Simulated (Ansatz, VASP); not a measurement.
# CaO: VASP beside Ansatz

```
CELL_PARAMETERS angstrom
0.00000 2.40356 2.40356
2.40356 0.00000 2.40356
2.40356 2.40356 0.00000
ATOMIC_POSITIONS crystal
Ca 0.00000 0.00000 0.00000
O 0.50000 0.50000 0.50000
```

Alike in both runs: task relaxation of cell and atoms; functional PBE; k mesh 8 × 8 × 8; occupations gaussian, width 0.02 eV; no spin polarisation.

|  | VASP | Ansatz |
| --- | --- | --- |
| version | VASP 6.6.1 | Ansatz 0.2.0 |
| potentials or method | VASP PAW PBE potentials, release 64 (Ca_sv, O), cutoff 600 eV | scalar-relativistic, plane waves, PAW |
| valence electrons in the cell | 16 | 16 |

|  | VASP | Ansatz | Ansatz less VASP |
| --- | --- | --- | --- |
| gap on the k mesh at the Fermi level, each at its own relaxed structure (eV) | 3.64 | 3.66 | +0.016 |
| relaxed volume (Å³/atom) | 14.15 | 14.09 | -0.062 |
| relaxed cell length with the largest relative difference (Å) | 3.421 | 3.416 | -0.0050 |
